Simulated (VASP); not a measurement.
# Zn: single point with PBE-based screened hybrid with 25 % exact exchange

The system is Zn.

```xyz
1
Lattice="-1.5690 1.5690 1.5690 1.5690 -1.5690 1.5690 1.5690 1.5690 -1.5690" Properties=species:S:1:pos:R:3 pbc="T T T"
Zn    0.0000    0.0000    0.0000
```

This isn't the form of Zn at room conditions, which is hcp.

| Property | Result |
| --- | --- |
| Program | VASP 6.6.1 |
| Task | single point |
| Functional | PBE-based screened hybrid with 25 % exact exchange |
| Potentials or basis | VASP PAW PBE potentials, release 64 (Zn) |
| Cutoff | 520 eV |
| k mesh | 6 × 6 × 6 |
| Occupations | fermi-dirac, width 0.05 eV |
| Spin | no spin polarisation |

```json
{"Pressure": "0.5 GPa", "Band gap on the k mesh": "zero (bands 6 and 7 overlap by 5.67 eV)"}
```

Levels at points of the mesh, in eV from the Fermi level:
| k point | band 3 | band 4 | band 5 | band 6 | band 7 | band 8 | band 9 | band 10 |
| --- | --- | --- | --- | --- | --- | --- | --- | --- |
| (0.00, 0.00, 0.00) | -10.17 | -10.17 | -9.68 | -9.68 | 19.95 | 19.95 | 19.95 | 21.13 |
| (0.50, 0.00, 0.00) | -9.70 | -9.65 | -9.31 | -3.28 | -1.39 | 11.85 | 13.10 | 15.64 |
| (0.50, 0.50, 0.50) | -9.39 | -9.39 | -9.39 | 4.29 | 4.29 | 4.29 | 8.15 | 8.53 |

Wall time 8 min on 1 thread of AMD EPYC 7R43 64-Core Processor (Zen 3), on a shared host, peak memory 0.19 GiB.

Caveat: the k points lie up to 0.47 Å⁻¹ apart, too coarse for converged energies and pressures of a metal; the PAW data sets were made with another functional, which shifts forces and pressure a little.
